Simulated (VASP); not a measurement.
Runs of VASP 6.6.1 on Si3Ni. The structure is that of space group Fm-3m (No. 225), or close to it. The cells are those of the table. 

```tsv
task	cell	k mesh	cutoff (eV)	gap on the mesh (eV)	pressure (GPa)
relaxation of cell and atoms	relaxed from a = 4.134 Å, angles 60.0°, 4 atoms	6 × 6 × 6	600	none	-0.1
single point	a = 4.610 Å, angles 60.0°, 4 atoms	12 × 12 × 12	520	none	-16.6
single point	a = 4.232 Å, angles 60.0°, 4 atoms	6 × 6 × 6	520	none	0.4
single point	a = 4.489 Å, angles 60.0°, 4 atoms	12 × 12 × 12	520	none	(a)
```

Alike in all rows: level PBE; potentials or basis VASP PAW PBE potentials, release 64 (Si, Ni); no spin polarisation; smearing gaussian 0.1 eV.

Fill in the values left out.

(a) -13.9.

A gap of «none» marks levels without a gap at the run's occupations.
